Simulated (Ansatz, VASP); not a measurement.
Rh: VASP beside Ansatz

The input INCAR:

```
AGGAC = 1.0 ; AGGAX = 1.0
ALDAC = 0.0 ; ALDAX = 1.0
ALGO = Normal ; EDIFF = 1E-6
EDIFFG = -0.01 ; ENCUT = 600
GGA = B5 ; IBRION = 2
ISIF = 3 ; ISMEAR = -1
LASPH = T ; LCHARG = F
LREAL = F ; LWAVE = F
NELM = 60 ; NSW = 80
PREC = Accurate ; SIGMA = 0.1
```

The input KPOINTS:

```
k-points
0
Gamma
  13 13 4
```

File POSCAR:

```
Rh
1.0
    2.6891940459      0.0000000000      0.0000000000
   -1.3445970229      2.3289103594      0.0000000000
    0.0000000000      0.0000000000      8.7829077538
Rh
4
Direct
    0.0000000000      0.0000000000      0.0000000000
    0.0000000000      0.0000000000      0.5000000000
    0.3333333333      0.6666666667      0.2500000000
    0.6666666667      0.3333333333      0.7500000000
```

Input for Ansatz:

```yaml
crystal:
  lattice:
    - [2.6891940459, 0.0, 0.0]
    - [-1.3445970229, 2.3289103594, 0.0]
    - [0.0, 0.0, 8.7829077538]
  atoms:
    - { symbol: Rh, position: [0.0, 0.0, 0.0] }
    - { symbol: Rh, position: [0.0, 0.0, 0.5] }
    - { symbol: Rh, position: [0.3333333333, 0.6666666667, 0.25] }
    - { symbol: Rh, position: [0.6666666667, 0.3333333333, 0.75] }
hamiltonian:
  xc: blyp
  pseudopotentials:
    kind: paw
    azcp:
      Rh: "pseudopotentials/Rh.paw.azcp"
basis:
  ecutwfc: 420
  fft_grid_basis: typed
kpoints:
  mp_grid: { grid: [13, 13, 4], shift: [0, 0, 0] }
magnetization:
  spin_polarized: false
scf:
  occupations: { method: fermi_dirac, width: 0.1 }
relax:
  max_steps: 60
  f_tol: 0.01
  cell: {}
```

Alike in both runs: task relaxation of cell and atoms; functional BLYP; k mesh 13 × 13 × 4; occupations fermi-dirac, width 0.1 eV; no spin polarisation.

|  | VASP | Ansatz |
| --- | --- | --- |
| version | VASP 6.6.1 | Ansatz 0.2.0 |
| potentials or method | VASP PAW PBE potentials, release 64 (Rh_pv), cutoff 600 eV | plane waves (420 eV) with PAW, scalar-relativistic |
| valence electrons in the cell | 60 | 68 |

```tsv
	VASP	Ansatz	Ansatz less VASP
relaxed volume (Å³/atom)	14.91	14.88	-0.034
relaxed length of the cell vector where the two differ most in proportion (Å)	2.764	2.762	-0.0022
```

VASP's potentials were made for PBE, not for BLYP. VASP's potentials hold 60 valence electrons a cell and Ansatz's 68, so a difference there can come from the potentials and not from the codes.
